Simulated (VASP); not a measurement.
Write the native input for VASP 6.6.1 that does the following.

* Task: single point
* Functional: r2SCAN
* Potentials or basis: VASP PAW PBE potentials, release 64 (In_d, Sb)
* Cutoff: 520 eV
* k mesh: 10 × 10 × 10
* Occupations: gaussian, width 0.1 eV
* Spin: no spin polarisation
* Dipole correction: no
* Further INCAR settings: ALGO = Normal; EDIFF = 1e-06; NBANDS = 30

Crystal: In3Sb.

```xyz
4
Lattice="4.8338 0.0000 0.0000 0.0000 4.8338 0.0000 0.0000 0.0000 4.8338" Properties=species:S:1:pos:R:3 pbc="T T T"
In    2.4169    2.4169    0.0000
In    2.4169    0.0000    2.4169
In    0.0000    2.4169    2.4169
Sb    0.0000    0.0000    0.0000
```

One way to write it, as run:

POSCAR

```
In3Sb
1.0
    4.8337563109      0.0000000000      0.0000000000
    0.0000000000      4.8337563109      0.0000000000
    0.0000000000      0.0000000000      4.8337563109
In Sb
3 1
Direct
    0.5000000000      0.5000000000      0.0000000000
    0.5000000000      0.0000000000      0.5000000000
    0.0000000000      0.5000000000      0.5000000000
    0.0000000000      0.0000000000      0.0000000000
```

INCAR.step1

```
  ALGO = Normal
  EDIFF = 1E-4
  ENCUT = 520
  GGA = PE
  ISMEAR = 0
  LASPH = T
  LCHARG = F
  LREAL = F
  LWAVE = T
  NBANDS = 30
  NELM = 80
  PREC = Accurate
  SIGMA = 0.1
```

INCAR.step2

```
  ALGO = Normal
  EDIFF = 1E-6
  ENCUT = 520
  ISIF = 2
  ISMEAR = 0
  ISTART = 1
  LASPH = T
  LCHARG = F
  LMIXTAU = T
  LREAL = F
  LWAVE = F
  METAGGA = R2SCAN
  NBANDS = 30
  NELM = 80
  PREC = Accurate
  SIGMA = 0.1
```

KPOINTS

```
k-points
0
Gamma
  10 10 10
```

Potentials or basis: VASP PAW PBE potentials, release 64 (In_d, Sb).

The run is started by

```sh
$ cat potpaw_PBE.64/In_d/POTCAR potpaw_PBE.64/Sb/POTCAR > POTCAR
$ cp INCAR.step1 INCAR
$ mpirun -np 1 vasp_std > vasp.out
$ cp INCAR.step2 INCAR
$ mpirun -np 1 vasp_std > vasp.out
```

Results of the run:

```
Pressure               : -1.2 GPa
Band gap on the k mesh : zero (bands 22 and 23 overlap by 3.74 eV)
```

Caveat: the PAW data sets were made with another functional, which shifts forces and pressure a little; spin-orbit coupling is left out, which moves the levels of the heavy elements.

Wall time 4.7 min on 1 thread of Intel(R) Xeon(R) Platinum 8488C (Sapphire Rapids) (shared host), peak memory 0.33 GiB.
